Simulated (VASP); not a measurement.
Input of a VASP 6.6.1 run:

Contents of INCAR:

```
  ALGO = Normal
  EDIFF = 1E-6
  ENCUT = 520
  GGA = PE
  ISIF = 2
  ISMEAR = 0
  IVDW = 12
  LASPH = T
  LCHARG = F
  LREAL = F
  LWAVE = F
  NBANDS = 35
  NELM = 100
  PREC = Accurate
  SIGMA = 0.05
```

KPOINTS

```
k-points
0
Gamma
  12 12 4
```

File POSCAR:

```
WS2
1.0
    3.1542061832      0.0000000000      0.0000000000
   -1.5771030916      2.7316226834      0.0000000000
    0.0000000000      0.0000000000     12.1399091344
W S
2 4
Direct
    0.3305853553      0.6666666667      0.2500000000
    0.6666586796      0.3333333333      0.7500000000
    0.3333091030      0.6666666667      0.6202874207
    0.6745925911      0.3333333333      0.1202874207
    0.3333091030      0.6666666667      0.8797125793
    0.6745925911      0.3333333333      0.3797125793
```

Potentials or basis: VASP PAW PBE potentials, release 64 (W_sv, S).

Command:

```sh
$ cat potpaw_PBE.64/W_sv/POTCAR potpaw_PBE.64/S/POTCAR > POTCAR
$ mpirun -np 1 vasp_std > vasp.out
```

Question: Estimate the pressure.

Answer: 0.0 GPa.

Question: Predict the dispersion energy per atom.

Answer: -0.435 eV.

Forces on the atoms (eV/Å):
```
W    0.718  0.006  0.000
W    0.002  0.000  0.000
S    0.001  0.000 -0.002
S   -0.361 -0.003 -0.016
S    0.001  0.000  0.002
S   -0.361 -0.003  0.016
```

Caveat: the cell differs from its parent crystal (atoms displaced along a vibrational mode).
